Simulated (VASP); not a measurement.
# W (Immm) in VASP: notebook

The runs below take W through single point, with LDA.

Program: VASP 6.6.1. These are calculated values, not measurements. Logs are shortened: lines on timing, memory, paths and dates and some standing lists are left out, and cuts for length are marked.

## 1. The cell of the first run

It takes space group Immm (No. 71, orthorhombic). The conventional cell has a = 2.388 Å, b = 3.231 Å, c = 3.973 Å, α = 90.00°, β = 90.00°, γ = 90.00°. Within 3.3 Å of W (site symmetry mmm) lie 12 W at 2.39 to 3.23 Å.

## 2. Single point, LDA (engineering shear strain xz -0.3000, normal strain along z +0.0000)

The input, INCAR:

```
SYSTEM = W
PREC     = Accurate       ! precision mode
ENCUT    = 520            ! plane-wave cutoff, eV
EDIFF    = 1E-6           ! SCF threshold, eV
ISMEAR   = 0              ! smearing method
SIGMA    = 0.15           ! smearing width, eV
LREAL    = .FALSE.        ! projectors in reciprocal space
LASPH    = .TRUE.         ! aspherical terms in the spheres
NELM     = 100            ! most SCF steps
ALGO     = Fast           ! electronic algorithm
ISIF     = 2              ! what is computed and relaxed
LWAVE    = .FALSE.        ! write WAVECAR
LCHARG   = .TRUE.         ! write CHGCAR
GGA      = CA             ! functional
LELF     = .TRUE.         ! ELF
LVHAR    = .TRUE.       
NBANDS   = 13             ! bands
```

The input, KPOINTS:

```
Automatic mesh
0
G
  20 20 20
  0 0 0
```

The input, POSCAR:

```
W
1.0
   -0.2979718176      1.9864787842      1.9864787842
    1.6885069666      0.0000000000      1.6885069666
    1.9864787842      1.9864787842     -0.2979718176
W
1
Direct
    0.0000000000      0.0000000000      0.0000000000
```

Potentials or basis: VASP PAW LDA potentials, release 64 (W_sv).

The run is started by

```bash
$ cat potpaw_LDA.64/W_sv/POTCAR > POTCAR
$ mpirun -np 1 vasp_std > vasp.out
```

OUTCAR:

```text
SYSTEM = W
   PREC = Accurate
   ENCUT = 520
   EDIFF = 1E-6
   ISMEAR = 0
   LREAL = .FALSE.
   LASPH = .TRUE.
   NELM = 100
   ISIF = 2
   GGA = CA

 ion  position               nearest neighbor table
   1  0.000  0.000  0.000-

  LATTYP: Found a body centered orthorhombic cell.
 ALAT       =     2.3879094523
 B/A-ratio  =     1.3529411764
 C/A-ratio  =     1.6637806616

  Lattice vectors:

 A1 = (   1.9864787842,  -1.9864787842,  -0.2979718176)
 A2 = (  -1.9864787842,  -1.9864787842,   0.2979718176)
 A3 = (   0.2979718176,   1.9864787842,  -1.9864787842)

Analysis of symmetry for initial positions (statically):
=====================================================================
 Subroutine PRICEL returns:
 Original cell was already a primitive cell.

 Routine SETGRP: Setting up the symmetry group for a
 body centered orthorhombic supercell.

 Subroutine GETGRP returns: Found  8 space group operations
 (whereof  8 operations were pure point group operations)
 out of a pool of  8 trial point group operations.

The static configuration has the point symmetry D_2h.

Analysis of symmetry for dynamics (positions and initial velocities):
=====================================================================
 Subroutine PRICEL returns:
 Original cell was already a primitive cell.

 Routine SETGRP: Setting up the symmetry group for a
 body centered orthorhombic supercell.

 Subroutine GETGRP returns: Found  8 space group operations
 (whereof  8 operations were pure point group operations)
 out of a pool of  8 trial point group operations.

The dynamic configuration has the point symmetry D_2h.

 Subroutine INISYM returns: Found  8 space group operations
 (whereof  8 operations are pure point group operations),
 and found     1 'primitive' translations

----------------------------------------------------------------------------------------

                                     Primitive cell

  volume of cell :      15.3249

  direct lattice vectors                    reciprocal lattice vectors
    -0.297971818  1.986478784  1.986478784    -0.218871005  0.251701656  0.218871005
     1.688506967  0.000000000  1.688506967     0.296119596 -0.251701656  0.296119596
     1.986478784  1.986478784 -0.297971818     0.218871005  0.251701656 -0.218871005

  length of vectors
     2.825063384  2.387909452  2.825063384     0.398952074  0.488597333  0.398952074

  position of ions in fractional coordinates (direct lattice)
     0.000000000  0.000000000  0.000000000

  ion indices of the primitive-cell ions
   primitive index   ion index
                 1           1

----------------------------------------------------------------------------------------

 KPOINTS: Automatic mesh

Automatic generation of k-mesh.
 Grid dimensions read from file:
 generate k-points for:   20   20   20

 Generating k-lattice:

  Cartesian coordinates                     Fractional coordinates (reciprocal lattice)
    -0.010943550  0.012585083  0.010943550     0.050000000  0.000000000 -0.000000000
     0.014805980 -0.012585083  0.014805980     0.000000000  0.050000000  0.000000000
     0.010943550  0.012585083 -0.010943550     0.000000000  0.000000000  0.050000000

  Length of vectors
     0.019947604  0.024429867  0.019947604

  Shift w.r.t. Gamma in fractional coordinates (k-lattice)
     0.000000000  0.000000000  0.000000000

 Subroutine IBZKPT returns following result:
 ===========================================

 Found   1166 irreducible k-points:

 Following reciprocal coordinates:
            Coordinates               Weight
  0.000000  0.000000  0.000000      1.000000
  0.050000  0.000000  0.000000      4.000000
  0.100000  0.000000 -0.000000      4.000000
  0.150000  0.000000 -0.000000      4.000000
  0.200000  0.000000 -0.000000      4.000000
  0.250000  0.000000 -0.000000      4.000000
[... 16 lines left out ...]
 -0.450000  0.050000  0.000000      8.000000
 -0.400000  0.050000  0.000000      8.000000
 [... further k-points ...]
   k-points           NKPTS =   1166   k-points in BZ     NKDIM =   1166   number of bands    NBANDS=     13
   number of dos      NEDOS =    301   number of ions     NIONS =      1
   total plane-waves  NPLWV =  10368
   dimension x,y,z NGX =    24 NGY =   18 NGZ =   24
   dimension x,y,z NGXF=    48 NGYF=   36 NGZF=   48
   ions per type =               1
   NGX,Y,Z   is equivalent  to a cutoff of  14.12, 12.53, 14.12 a.u.
   NGXF,Y,Z  is equivalent  to a cutoff of  28.25, 25.06, 28.25 a.u.
 SYSTEM =  W
   PREC   = accura    normal or accurate (medium, high low for compatibility)
   ISTART =      0    job   : 0-new  1-cont  2-samecut
   ICHARG =      2    charge: 1-file 2-atom 10-const
   ISPIN  =      1    spin polarized calculation?
   LNONCOLLINEAR =      F non collinear calculations
   LSORBIT =      F    spin-orbit coupling
   LASPH  =      T    aspherical Exc in radial PAW
   ENCUT  =  520.0 eV  38.22 Ry    6.18 a.u.   5.25  4.44  5.25*2*pi/ulx,y,z
   NELM   =    100;   NELMIN=  2; NELMDL= -5     # of ELM steps
   EDIFF  = 0.1E-05   stopping-criterion for ELM
   LREAL  =      F    real-space projection
   EDIFFG = 0.1E-04   stopping-criterion for IOM
   NSW    =      0    number of steps for IOM
   IBRION =     -1    ionic relax: 0-MD 1-quasi-New 2-CG
   NFREE  =      0    steps in history (QN), initial steepest desc. (CG)
   ISIF   =      2    stress and relaxation
   ISYM   =      2    0-nonsym 1-usesym 2-fastsym
   POTIM  = 0.5000    time-step for ionic-motion
   TEBEG  =    0.0;   TEEND  =   0.0 temperature during run
   PSTRESS=    0.0 pullay stress
   NELECT =      14.0000    total number of electrons
   NUPDOWN=      -1.0000    fix difference up-down
   EMIN   =  10.00;   EMAX   =-10.00  energy-range for DOS
   EFERMI =   0.00;   METHOD = LEGACY
   ISMEAR =     0;   SIGMA  =   0.15  broadening in eV -4-tet -1-fermi 0-gaus
   EFERMI_NEDOS =   21; number of points for ismear=-14 and -15
   IALGO  =     68    algorithm
   IMIX   =      4    mixing-type and parameters
     AMIX     =   0.40;   BMIX     =  1.00
     AMIX_MAG =   1.60;   BMIX_MAG =  1.00
  volume/ion in A,a.u.               =      15.32       103.42
  Fermi-wavevector in a.u.,A,eV,Ry     =   1.588491  3.001812 34.331615  2.523302
  Thomas-Fermi vector in A             =   2.687486
   LORBIT       =      0    0 simple, 1 ext, 2 COOP (PROOUT), +10 PAW based schemes
   GGA     = CA    functional components
   LHFCALC =     F    Hartree Fock is set to
   AEXX    =    0.0000 exact exchange contribution
   IVDW    =     0    specifies the selected vdW correction
   LEPSILON=     F    determine dielectric tensor
   LRPA    =     F    only Hartree local field effects (RPA)
 non-spin polarized calculation
 RMM-DIIS sequential band-by-band and
 Gauss-broadening in eV      SIGMA  =   0.15
  energy-cutoff  :      520.00
  volume of cell :       15.32
 maximum number of plane-waves:       428
 NGX is ok and might be reduce to    24
   NGX = 11   NGY =  9   NGZ = 11

 number of electron      14.0000000 magnetization

 Free energy of the ion-electron system (eV)
  ---------------------------------------------------
  ext. energy  EPLUGINS =         0.00000000
  ---------------------------------------------------
  free energy    TOTEN  =       -13.23995334 eV

  energy without entropy =      -13.23125687  energy(sigma->0) =      -13.23560510

 E-fermi :  11.8120     XC(G=0): -13.9397

 val. band max:       11.8119352945   @ k =   0.2500  -0.2500   0.0500
 cond. band min:      11.8139577922   @ k =   0.2500  -0.1500   0.2500
 fundamental gap:      0.0020224976
 Fermi energy:        11.8119605978

 k-point     1 :       0.0000    0.0000    0.0000
  band No.  band energies     occupation
      1     -61.8830      2.00000
      2     -25.9356      2.00000
      3     -25.7660      2.00000
      4     -24.7431      2.00000
      5       2.1996      2.00000
      6       8.1746      2.00000
      7       8.6948      2.00000
      8      14.2321      0.00000
      9      14.7013      0.00000
     10      15.4230      0.00000
     11      24.0598      0.00000
     12      26.9465      0.00000
     13      30.6389      0.00000

 k-point     2 :       0.0500    0.0000    0.0000
  band No.  band energies     occupation
      1     -61.8808      2.00000
      2     -25.9513      2.00000
      3     -25.7804      2.00000
      4     -24.7463      2.00000
      5       2.2969      2.00000
      6       8.2067      2.00000
      7       8.6721      2.00000
      8      14.2666      0.00000
      9      14.6228      0.00000
     10      15.4280      0.00000
     11      24.2240      0.00000
     12      26.8663      0.00000
     13      30.6057      0.00000

 k-point     3 :       0.1000    0.0000   -0.0000
  band No.  band energies     occupation
      1     -61.8743      2.00000
      2     -26.0117      2.00000
      3     -25.8067      2.00000
      4     -24.7556      2.00000
      5       2.5787      2.00000
      6       8.2922      2.00000
      7       8.6196      2.00000
      8      14.3478      0.00000
      9      14.4181      0.00000
     10      15.4656      0.00000
     11      24.6575      0.00000
     12      26.5780      0.00000
     13      30.7059      0.00000

 k-point     4 :       0.1500    0.0000   -0.0000
  band No.  band energies     occupation
      1     -61.8642      2.00000
      2     -26.1296      2.00000
      3     -25.8217      2.00000
      4     -24.7699      2.00000
      5       3.0126      2.00000
      6       8.3718      2.00000
      7       8.6118      2.00000
      8      14.1601      0.00000
      9      14.4127      0.00000
     10      15.5999      0.00000
     11      25.0792      0.00000
     12      26.1998      0.00000
     13      31.1817      0.00000

 k-point     5 :       0.2000    0.0000   -0.0000
  band No.  band energies     occupation
      1     -61.8515      2.00000
      2     -26.2898      2.00000
      3     -25.8257      2.00000
      4     -24.7879      2.00000
      5       3.5428      2.00000
      6       8.3632      2.00000
      7       8.7548      2.00000
      8      13.9288      0.00000
      9      14.4035      0.00000
     10      15.8866      0.00000
     11      24.7065      0.00000
     12      26.4260      0.00000
     13      32.0126      0.00000
[... 257 lines left out ...]
 k-point    22 :       0.5000    0.0500   -0.0000
  band No.  band energies     occupation
      1     -61.7843      2.00000
      2     -27.0092      2.00000
      3     -25.8161      2.00000
      4     -24.9511      2.00000
      5       5.3615      2.00000
      6       8.6048      2.00000
      7      10.8430      2.00000
      8      13.6904      0.00000
      9      13.8319      0.00000
     10      18.2109      0.00000
     11      21.0648      0.00000
     12      25.9363      0.00000
     13      29.3231      0.00000

 k-point    23 :      -0.4500    0.0500    0.0000
  band No.  band energies     occupation
      1     -61.7845      2.00000
      2     -27.0071      2.00000
      3     -25.8142      2.00000
      4     -24.9513      2.00000
      5       5.3605      2.00000
      6       8.6251      2.00000
      7      10.7035      2.00000
      8      13.6631      0.00000
      9      13.9124      0.00000
     10      18.2290      0.00000
     11      21.1080      0.00000
     12      25.9660      0.00000
     13      29.3882      0.00000

 k-point    24 :      -0.4000    0.0500    0.0000
  band No.  band energies     occupation
      1     -61.7891      2.00000
      2     -26.9528      2.00000
      3     -25.8141      2.00000
      4     -24.9453      2.00000
      5       5.3033      2.00000
      6       8.6368      2.00000
      7      10.2835      2.00000
      8      13.6686      0.00000
      9      13.9412      0.00000
     10      18.0154      0.00000
     11      21.4185      0.00000
     12      26.3350      0.00000
     13      29.8794      0.00000

 [... further k-points ...]
[... 5 lines left out ...]
  --------------------------------------------------------------------------------------
  -------------------------------------------------------------------------------------
  Total        3.1789671      1.2497821      3.1789671      0.0000000      0.0000000      4.3366197
  in kB      332.3518221    130.6611040    332.3518221      0.0000000      0.0000000    453.3810556
  external PRESSURE =     265.1215827 kB  Pullay stress =       0.0000000 kB

 VOLUME and BASIS-vectors are now :
 -----------------------------------------------------------------------------
  energy-cutoff  :      520.00
  volume of cell :       15.32
      direct lattice vectors                 reciprocal lattice vectors
    -0.297971818  1.986478784  1.986478784    -0.218871005  0.251701656  0.218871005
     1.688506967  0.000000000  1.688506967     0.296119596 -0.251701656  0.296119596
     1.986478784  1.986478784 -0.297971818     0.218871005  0.251701656 -0.218871005

 POSITION                                       TOTAL-FORCE (eV/Angst)
 -----------------------------------------------------------------------------------
      0.00000      0.00000      0.00000        -0.000000      0.000000      0.000000
 -----------------------------------------------------------------------------------
    total drift:                                0.000000      0.000000     -0.000000

  FREE ENERGIE OF THE ION-ELECTRON SYSTEM (eV)
  ---------------------------------------------------
  free  energy   TOTEN  =       -13.2399533363 eV

  energy  without entropy=      -13.2312568727  energy(sigma->0) =      -13.23560510
```

Run time: 4 min. Hardware: 1 thread of Intel Xeon 8259CL, shared host; peak memory 0.31 GiB.

Results:

```yaml
Free_energy: -13.2400 eV
Pressure: 26.5 GPa
Band_gap_on_the_k_mesh: zero (bands 7 and 8 overlap by 4.76 eV)
```

Stress tensor (GPa, compression positive):
```
33.24  0.00 45.34
 0.00 13.07  0.00
45.34  0.00 33.24
```

Levels at points of the mesh, in eV from the Fermi level:
| k point | band 5 | band 6 | band 7 | band 8 | band 9 | band 10 |
| --- | --- | --- | --- | --- | --- | --- |
| (0.00, 0.00, 0.00) | -9.61 | -3.64 | -3.12 | 2.42 | 2.89 | 3.61 |
| (0.50, 0.00, 0.00) | -6.62 | -3.31 | -0.79 | 1.94 | 2.13 | 6.39 |
| (0.00, 0.50, 0.00) | -6.32 | -3.90 | 0.08 | 2.43 | 3.88 | 5.63 |
| (0.50, 0.50, 0.00) | -6.44 | -5.56 | 3.15 | 3.66 | 4.79 | 6.35 |
| (0.50, 0.00, 0.50) | -6.50 | -5.85 | 3.02 | 5.83 | 5.92 | 6.45 |

Caveat: the cell differs from its parent crystal (engineering shear strain xz -0.3000, normal strain along z +0.0000); the stress differs along the axes, from 13 to 33 GPa; spin-orbit coupling is left out, which moves the levels of the heavy elements.

## 3. Single point, LDA (engineering shear strain xz -0.2250, normal strain along z +0.0000)

The input, INCAR:

```
SYSTEM = W
ALGO = Fast ; EDIFF = 1E-6
ENCUT = 520 ; GGA = CA
ISIF = 2 ; ISMEAR = 0
LASPH = .True. ; LCHARG = .False.
LREAL = .False. ; LWAVE = .False.
NBANDS = 13 ; NELM = 80
PREC = Accurate ; SIGMA = 0.15
```

The input, KPOINTS:

```
k-points
0
Gamma
  20 20 20
  0 0 0
```

The input, POSCAR:

```
W
1.0
   -0.2234788632      1.9864787842      1.9864787842
    1.7629999210      0.0000000000      1.7629999210
    1.9864787842      1.9864787842     -0.2234788632
W
1
Direct
    0.0000000000      0.0000000000      0.0000000000
```

Potentials or basis: VASP PAW LDA potentials, release 64 (W_sv).

The run is started by

```bash
$ cat potpaw_LDA.64/W_sv/POTCAR > POTCAR
$ mpirun -np 1 vasp_std > vasp.out
```

OUTCAR:

```text
SYSTEM = W
   EDIFF = 1E-6
   ENCUT = 520
   GGA = CA
   ISIF = 2
   ISMEAR = 0
   LASPH = .True.
   LREAL = .False.
   NELM = 80
   PREC = Accurate

 ion  position               nearest neighbor table
   1  0.000  0.000  0.000-

  LATTYP: Found a body centered orthorhombic cell.
 ALAT       =     2.4932583987
 B/A-ratio  =     1.2535211267
 C/A-ratio  =     1.5934800703

  Lattice vectors:

 A1 = (   1.9864787842,  -1.9864787842,  -0.2234788632)
 A2 = (  -1.9864787842,  -1.9864787842,   0.2234788632)
 A3 = (   0.2234788632,   1.9864787842,  -1.9864787842)
[... 557 lines left out ...]
      6       9.0681      2.00000
      7      10.3485      2.00000
      8      12.6233      0.00000
      9      14.3279      0.00000
     10      17.3822      0.00000
     11      21.6603      0.00000
     12      25.6866      0.00000
     13      30.1174      0.00000

 [... further k-points ...]
[... 5 lines left out ...]
  --------------------------------------------------------------------------------------
  -------------------------------------------------------------------------------------
  Total        1.6172314      1.1166987      1.6172314      0.0000000      0.0000000      2.3114359
  in kB      167.3911832    115.5836554    167.3911832      0.0000000      0.0000000    239.2446701
  external PRESSURE =     150.1220072 kB  Pullay stress =       0.0000000 kB

 VOLUME and BASIS-vectors are now :
 -----------------------------------------------------------------------------
  energy-cutoff  :      520.00
  volume of cell :       15.48
      direct lattice vectors                 reciprocal lattice vectors
    -0.223478863  1.986478784  1.986478784    -0.226248680  0.251701656  0.226248680
     1.762999921  0.000000000  1.762999921     0.283607500 -0.251701656  0.283607500
     1.986478784  1.986478784 -0.223478863     0.226248680  0.251701656 -0.226248680

 POSITION                                       TOTAL-FORCE (eV/Angst)
 -----------------------------------------------------------------------------------
      0.00000      0.00000      0.00000        -0.000000      0.000000      0.000000
 -----------------------------------------------------------------------------------
    total drift:                                0.000000     -0.000000      0.000000

  FREE ENERGIE OF THE ION-ELECTRON SYSTEM (eV)
  ---------------------------------------------------
  free  energy   TOTEN  =       -13.5147535531 eV

  energy  without entropy=      -13.5056071797  energy(sigma->0) =      -13.51018037
```

Run time: 4.1 min. Hardware: 1 thread of Intel Xeon 8259CL, shared host; peak memory 0.32 GiB.

What came out:

| Quantity | Value |
| --- | --- |
| Free energy | -13.5148 eV |
| Pressure | 15.0 GPa |
| Band gap on the k mesh | zero (bands 7 and 8 overlap by 5.15 eV) |

Caveat: the cell differs from its parent crystal (engineering shear strain xz -0.2250, normal strain along z +0.0000); the stress differs along the axes, from 12 to 17 GPa; spin-orbit coupling is left out, which moves the levels of the heavy elements.
